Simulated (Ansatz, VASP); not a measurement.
## Ge: VASP beside Ansatz

INCAR

```
PREC     = Accurate       # precision mode
ENCUT    = 520            # plane-wave cutoff, eV
EDIFF    = 1E-6           # SCF threshold, eV
ISMEAR   = 1              # smearing method
SIGMA    = 0.1            # smearing width, eV
LREAL    = False          # projectors in reciprocal space
LASPH    = True           # aspherical terms in the spheres
NELM     = 80             # most SCF steps
ALGO     = Normal         # electronic algorithm
ISIF     = 2              # what is computed and relaxed
LWAVE    = False          # write WAVECAR
LCHARG   = False          # write CHGCAR
GGA      = PS             # functional
IVDW     = 13             # dispersion correction
NBANDS   = 21             # bands
```

Contents of KPOINTS:

```
regular mesh
0
Gamma
  11 11 6
```

Contents of POSCAR:

```
Ge
1.0
    1.4880530000     -2.5946900000      0.0000000000
    1.4880530000      2.5946900000      0.0000000000
    0.0000000000      0.0000000000      4.7275960000
Ge
2
Direct
    0.6665530000      0.3334470000      0.2500000000
    0.3334470000      0.6665530000      0.7500000000
```

Input for Ansatz:

```yaml
crystal:
  lattice:
    - [1.488053, -2.59469, 0.0]
    - [1.488053, 2.59469, 0.0]
    - [0.0, 0.0, 4.727596]
  atoms:
    - { symbol: Ge, position: [0.666553, 0.333447, 0.25] }
    - { symbol: Ge, position: [0.333447, 0.666553, 0.75] }
basis:
  ecutwfc: 550.0
kpoints:
  mp_grid:
    grid: [11, 11, 6]
hamiltonian:
  xc: pbesol
  dispersion: d4
scf:
  convergence:
    dr2_threshold: 1.0e-10
  occupations:
    method: cold
    width: 0.1
output:
  stress: true
```

Alike in both runs: task single point; functional PBEsol; dispersion D4; k mesh 11 × 11 × 6; no spin polarisation.

|  | VASP | Ansatz |
| --- | --- | --- |
| version | VASP 6.6.1 | Ansatz 0.2.0 |
| potentials or method | VASP PAW PBE potentials, release 64 (Ge_d), cutoff 520 eV | plane waves, PAW |
| occupations | methfessel-paxton of order 1, width 0.1 eV | cold, width 0.1 eV |
| valence electrons in the cell | 28 | 28 |

```tsv
	VASP	Ansatz	Ansatz less VASP
pressure (GPa)	-1.6	-1.6	-0.04
traceless stress, the component that is largest in VASP (GPa)	4.36	4.57	+0.205
```

VASP's potentials were made for PBE, not for PBEsol.
